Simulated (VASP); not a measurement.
# Zn5O2 in VASP: further runs

Aim: see how the results for Zn5O2 move with the level of theory and the settings. Levels: PBE, r2SCAN. Tasks: single point.

Everything below comes from runs of VASP 6.6.1. Logs are shortened: lines on timing, memory, paths and dates and some standing lists are left out, and cuts for length are marked.

## (1) The cell of the first run

The structure is trigonal, space group P3m1 (No. 156). Conventional cell: a = 3.179 Å, b = 3.179 Å, c = 11.644 Å, α = 90.00°, β = 90.00°, γ = 120.00°. Within 2.7 Å of Zn (site symmetry 3m) lie 3 O at 2.02 Å. Zn (site symmetry 3m) has 4 O at 1.96 to 2.00 Å within 2.6 Å. Zn (site symmetry 3m) has 1 O at 1.96 Å and 3 Zn at 2.63 Å within 2.7 Å. Zn (site symmetry 3m) has 12 Zn at 2.72 to 3.18 Å and 3 O at 3.55 Å within 3.6 Å. Within 3.5 Å of Zn (site symmetry 3m) lie 12 Zn at 2.63 to 3.18 Å. Within 2.6 Å of O (site symmetry 3m) lie 4 Zn at 1.96 to 2.02 Å. Within 2.6 Å of O (site symmetry 3m) lie 4 Zn at 1.96 to 2.00 Å.

## (2) Single point, PBE (14.56 Å³/atom)

INCAR

```
SYSTEM = Zn5O2
PREC = Accurate
ENCUT = 600
EDIFF = 1E-6
ISMEAR = 0
SIGMA = 0.1
LREAL = .FALSE.
LASPH = .TRUE.
NELM = 120
ALGO = Normal
ISIF = 2
LWAVE = .FALSE.
LCHARG = .FALSE.
GGA = PE
NBANDS = 45
GGA_COMPAT = .FALSE.
```

KPOINTS

```
regular mesh
0
G
  12 12 4
  0 0 0
```

POSCAR

```
Zn5O2
1.0
    3.1789694878      0.0000000000      0.0000000000
   -1.5894847439      2.7530683343      0.0000000000
    0.0000000000      0.0000000000     11.6443744686
Zn O
5 2
Direct
    0.3333333333      0.6666666667      0.4819086412
    0.0000000000      0.0000000000      0.2402483011
    0.6666666667      0.3333333333      0.0042748627
    0.6666666667      0.3333333333      0.6695287173
    0.3333333333      0.6666666667      0.8421961684
    0.0000000000      0.0000000000      0.4089756205
    0.6666666667      0.3333333333      0.1728676888
```

Potentials or basis: VASP PAW PBE potentials, release 64 (Zn, O).

The run is started by

```console
> cat potpaw_PBE.64/Zn/POTCAR potpaw_PBE.64/O/POTCAR > POTCAR
> mpirun -np 1 vasp_std > vasp.out
```

OUTCAR:

```text
SYSTEM = Zn5O2
   PREC = Accurate
   ENCUT = 600
   EDIFF = 1E-6
   ISMEAR = 0
   LREAL = .FALSE.
   LASPH = .TRUE.
   NELM = 120
   ISIF = 2
   GGA = PE

 ion  position               nearest neighbor table
   1  0.333  0.667  0.482-   6 2.02   6 2.02   6 2.02   4 2.85   4 2.85   4 2.85
   2  0.000  0.000  0.240-   6 1.96   7 2.00   7 2.00   7 2.00
   3  0.667  0.333  0.004-   7 1.96   5 2.63   5 2.63   5 2.63
   4  0.667  0.333  0.670-   5 2.72   5 2.72   5 2.72   1 2.85   1 2.85   1 2.85
   5  0.333  0.667  0.842-   3 2.63   3 2.63   3 2.63   4 2.72   4 2.72   4 2.72
   6  0.000  0.000  0.409-   2 1.96   1 2.02   1 2.02   1 2.02
   7  0.667  0.333  0.173-   3 1.96   2 2.00   2 2.00   2 2.00

  LATTYP: Found a hexagonal cell.
 ALAT       =     3.1789694878
 C/A-ratio  =     3.6629399915

  Lattice vectors:

 A1 = (   3.1789694878,   0.0000000000,   0.0000000000)
 A2 = (  -1.5894847439,   2.7530683343,   0.0000000000)
 A3 = (   0.0000000000,   0.0000000000,  11.6443744686)

Analysis of symmetry for initial positions (statically):
=====================================================================
 Subroutine PRICEL returns:
 Original cell was already a primitive cell.

 Routine SETGRP: Setting up the symmetry group for a
 hexagonal supercell.

 Subroutine GETGRP returns: Found  6 space group operations
 (whereof  6 operations were pure point group operations)
 out of a pool of 24 trial point group operations.

The static configuration has the point symmetry C_3v.

Analysis of symmetry for dynamics (positions and initial velocities):
=====================================================================
 Subroutine PRICEL returns:
 Original cell was already a primitive cell.

 Routine SETGRP: Setting up the symmetry group for a
 hexagonal supercell.

 Subroutine GETGRP returns: Found  6 space group operations
 (whereof  6 operations were pure point group operations)
 out of a pool of 24 trial point group operations.

The dynamic configuration has the point symmetry C_3v.

 Subroutine INISYM returns: Found  6 space group operations
 (whereof  6 operations are pure point group operations),
 and found     1 'primitive' translations

----------------------------------------------------------------------------------------

                                     Primitive cell

  volume of cell :     101.9106

  direct lattice vectors                    reciprocal lattice vectors
     3.178969488  0.000000000  0.000000000     0.314567348  0.181615543  0.000000000
    -1.589484744  2.753068334  0.000000000     0.000000000  0.363231086  0.000000000
     0.000000000  0.000000000 11.644374469     0.000000000  0.000000000  0.085878379

  length of vectors
     3.178969488  3.178969488 11.644374469     0.363231086  0.363231086  0.085878379

  position of ions in fractional coordinates (direct lattice)
     0.333333333  0.666666667  0.481908641
     0.000000000  0.000000000  0.240248301
     0.666666667  0.333333333  0.004274863
     0.666666667  0.333333333  0.669528717
     0.333333333  0.666666667  0.842196168
     0.000000000  0.000000000  0.408975621
     0.666666667  0.333333333  0.172867689

  ion indices of the primitive-cell ions
   primitive index   ion index
                 1           1
                 2           2
                 3           3
                 4           4
                 5           5
                 6           6
                 7           7

----------------------------------------------------------------------------------------

 KPOINTS: regular mesh

Automatic generation of k-mesh.
 Grid dimensions read from file:
 generate k-points for:   12   12    4

 Generating k-lattice:

  Cartesian coordinates                     Fractional coordinates (reciprocal lattice)
     0.026213946  0.015134629  0.000000000     0.083333333  0.000000000  0.000000000
     0.000000000  0.030269257  0.000000000     0.000000000  0.083333333  0.000000000
     0.000000000  0.000000000  0.021469595     0.000000000  0.000000000  0.250000000

  Length of vectors
     0.030269257  0.030269257  0.021469595

  Shift w.r.t. Gamma in fractional coordinates (k-lattice)
     0.000000000  0.000000000  0.000000000

 Subroutine IBZKPT returns following result:
 ===========================================

 Found     69 irreducible k-points:

 Following reciprocal coordinates:
            Coordinates               Weight
  0.000000  0.000000  0.000000      1.000000
  0.083333  0.000000  0.000000      6.000000
  0.166667  0.000000  0.000000      6.000000
  0.250000 -0.000000  0.000000      6.000000
  0.333333  0.000000  0.000000      6.000000
  0.416667  0.000000  0.000000      6.000000
[... 16 lines left out ...]
  0.166667  0.000000  0.250000      6.000000
  0.000000  0.166667  0.250000      6.000000
 [... further k-points ...]
   k-points           NKPTS =     69   k-points in BZ     NKDIM =     69   number of bands    NBANDS=     45
   number of dos      NEDOS =    301   number of ions     NIONS =      7
   total plane-waves  NPLWV =  75264
   dimension x,y,z NGX =    28 NGY =   28 NGZ =   96
   dimension x,y,z NGXF=    56 NGYF=   56 NGZF=  192
   ions per type =               5   2
   NGX,Y,Z   is equivalent  to a cutoff of  14.64, 14.64, 13.71 a.u.
   NGXF,Y,Z  is equivalent  to a cutoff of  29.29, 29.29, 27.41 a.u.
 SYSTEM =  Zn5O2
   PREC   = accura    normal or accurate (medium, high low for compatibility)
   ISTART =      0    job   : 0-new  1-cont  2-samecut
   ICHARG =      2    charge: 1-file 2-atom 10-const
   ISPIN  =      1    spin polarized calculation?
   LNONCOLLINEAR =      F non collinear calculations
   LSORBIT =      F    spin-orbit coupling
   LASPH  =      T    aspherical Exc in radial PAW
   ENCUT  =  600.0 eV  44.10 Ry    6.64 a.u.   6.35  6.35 23.26*2*pi/ulx,y,z
   NELM   =    120;   NELMIN=  2; NELMDL= -5     # of ELM steps
   EDIFF  = 0.1E-05   stopping-criterion for ELM
   LREAL  =      F    real-space projection
   EDIFFG = 0.1E-04   stopping-criterion for IOM
   NSW    =      0    number of steps for IOM
   IBRION =     -1    ionic relax: 0-MD 1-quasi-New 2-CG
   NFREE  =      0    steps in history (QN), initial steepest desc. (CG)
   ISIF   =      2    stress and relaxation
   ISYM   =      2    0-nonsym 1-usesym 2-fastsym
   POTIM  = 0.5000    time-step for ionic-motion
   TEBEG  =    0.0;   TEEND  =   0.0 temperature during run
   PSTRESS=    0.0 pullay stress
   NELECT =      72.0000    total number of electrons
   NUPDOWN=      -1.0000    fix difference up-down
   EMIN   =  10.00;   EMAX   =-10.00  energy-range for DOS
   EFERMI =   0.00;   METHOD = LEGACY
   ISMEAR =     0;   SIGMA  =   0.10  broadening in eV -4-tet -1-fermi 0-gaus
   EFERMI_NEDOS =   21; number of points for ismear=-14 and -15
   IALGO  =     38    algorithm
   IMIX   =      4    mixing-type and parameters
     AMIX     =   0.40;   BMIX     =  1.00
     AMIX_MAG =   1.60;   BMIX_MAG =  1.00
  volume/ion in A,a.u.               =      14.56        98.25
  Fermi-wavevector in a.u.,A,eV,Ry     =   1.458073  2.755358 28.925657  2.125976
  Thomas-Fermi vector in A             =   2.574800
   LORBIT       =      0    0 simple, 1 ext, 2 COOP (PROOUT), +10 PAW based schemes
   GGA     = PE    functional components
   LHFCALC =     F    Hartree Fock is set to
   AEXX    =    0.0000 exact exchange contribution
   IVDW    =     0    specifies the selected vdW correction
   LEPSILON=     F    determine dielectric tensor
   LRPA    =     F    only Hartree local field effects (RPA)
 non-spin polarized calculation
 Gauss-broadening in eV      SIGMA  =   0.10
  energy-cutoff  :      600.00
  volume of cell :      101.91
 maximum number of plane-waves:      3430
 NGX is ok and might be reduce to    28
   NGX = 13   NGY = 13   NGZ = 47

 number of electron      72.0000001 magnetization

 Free energy of the ion-electron system (eV)
  ---------------------------------------------------
  ext. energy  EPLUGINS =         0.00000000
  ---------------------------------------------------
  free energy    TOTEN  =       -20.32281219 eV

  energy without entropy =      -20.31313058  energy(sigma->0) =      -20.31797139

 E-fermi :   2.3060     XC(G=0): -10.7931

 val. band max:        2.3021278970   @ k =   0.4167   0.0833   0.0000
 cond. band min:       2.3083991421   @ k =   0.2500   0.1667   0.5000
 fundamental gap:      0.0062712450
 Fermi energy:         2.3059981615

 k-point     1 :       0.0000    0.0000    0.0000
  band No.  band energies     occupation
      1     -17.0522      2.00000
      2     -16.6029      2.00000
      3      -6.5661      2.00000
      4      -5.5865      2.00000
      5      -5.4466      2.00000
      6      -5.2905      2.00000
[... 37 lines left out ...]
     44      13.4753      0.00000
     45      13.4753      0.00000

 k-point     2 :       0.0833    0.0000    0.0000
  band No.  band energies     occupation
      1     -17.0177      2.00000
      2     -16.5746      2.00000
      3      -6.4420      2.00000
      4      -5.5655      2.00000
      5      -5.4244      2.00000
      6      -5.2681      2.00000
[... 37 lines left out ...]
     44      12.3099      0.00000
     45      12.9893      0.00000

 k-point     3 :       0.1667    0.0000    0.0000
  band No.  band energies     occupation
      1     -16.9217      2.00000
      2     -16.4965      2.00000
      3      -6.1004      2.00000
      4      -5.5246      2.00000
      5      -5.4036      2.00000
      6      -5.2609      2.00000
[... 37 lines left out ...]
     44      11.8422      0.00000
     45      12.0860      0.00000

 k-point     4 :       0.2500   -0.0000    0.0000
  band No.  band energies     occupation
      1     -16.7870      2.00000
      2     -16.3878      2.00000
      3      -5.7102      2.00000
      4      -5.5050      2.00000
      5      -5.4111      2.00000
      6      -5.2847      2.00000
[... 901 lines left out ...]
     44      12.1834      0.00000
     45      12.9924      0.00000

 k-point    23 :       0.1667    0.0000    0.2500
  band No.  band energies     occupation
      1     -16.9217      2.00000
      2     -16.4965      2.00000
      3      -6.0995      2.00000
      4      -5.5284      2.00000
      5      -5.3923      2.00000
      6      -5.2646      2.00000
[... 37 lines left out ...]
     44      11.7566      0.00000
     45      11.9665      0.00000

 k-point    24 :       0.0000    0.1667    0.2500
  band No.  band energies     occupation
      1     -16.9217      2.00000
      2     -16.4965      2.00000
      3      -6.1033      2.00000
      4      -5.5183      2.00000
      5      -5.3796      2.00000
      6      -5.2859      2.00000
[... 37 lines left out ...]
     44      11.8615      0.00000
     45      12.0399      0.00000

 [... further k-points ...]

------------------------ aborting loop because EDIFF is reached ----------------------------------------

  FORCE on cell =-STRESS in cart. coord.  units (eV):
  Direction    XX          YY          ZZ          XY          YZ          ZX
  --------------------------------------------------------------------------------------
  -------------------------------------------------------------------------------------
  Total       -0.9968140     -0.9968140     -0.9004172      0.0000000     -0.0000000      0.0000000
  in kB      -15.6713064    -15.6713064    -14.1558140      0.0000000     -0.0000000      0.0000000
  external PRESSURE =     -15.1661423 kB  Pullay stress =       0.0000000 kB

 VOLUME and BASIS-vectors are now :
 -----------------------------------------------------------------------------
  energy-cutoff  :      600.00
  volume of cell :      101.91
      direct lattice vectors                 reciprocal lattice vectors
     3.178969488  0.000000000  0.000000000     0.314567348  0.181615543  0.000000000
    -1.589484744  2.753068334  0.000000000     0.000000000  0.363231086  0.000000000
     0.000000000  0.000000000 11.644374469     0.000000000  0.000000000  0.085878379

 POSITION                                       TOTAL-FORCE (eV/Angst)
 -----------------------------------------------------------------------------------
     -0.00000      1.83538      5.61152        -0.000000      0.000000      0.047871
      0.00000      0.00000      2.79754         0.000000     -0.000000      0.009995
      1.58948      0.91769      0.04978        -0.000000      0.000000     -0.057290
      1.58948      0.91769      7.79624         0.000000     -0.000000     -0.004624
     -0.00000      1.83538      9.80685        -0.000000      0.000000     -0.005246
      0.00000      0.00000      4.76227         0.000000     -0.000000      0.005916
      1.58948      0.91769      2.01294        -0.000000      0.000000      0.003378
 -----------------------------------------------------------------------------------
    total drift:                               -0.000000      0.000000     -0.001008

  FREE ENERGIE OF THE ION-ELECTRON SYSTEM (eV)
  ---------------------------------------------------
  free  energy   TOTEN  =       -20.3228121921 eV

  energy  without entropy=      -20.3131305815  energy(sigma->0) =      -20.31797139
```

Wall time 13 min (1 thread of Intel Xeon 8259CL, shared host); peak memory 0.45 GiB.

Results:

- Free energy: -20.3228 eV
- Pressure: -1.5 GPa
- Largest force: 0.057 eV/Å
- Band gap on the k mesh: zero (bands 36 and 37 overlap by 0.73 eV)

Forces on the atoms (eV/Å):
```
Zn   0.000  0.000  0.048
Zn   0.000  0.000  0.010
Zn   0.000  0.000 -0.057
Zn   0.000  0.000 -0.005
Zn   0.000  0.000 -0.005
O    0.000  0.000  0.006
O    0.000  0.000  0.003
```

Caveat: semilocal functionals underestimate gaps, so a narrow gap can read as zero.

(Continued in part 2 of 2.)
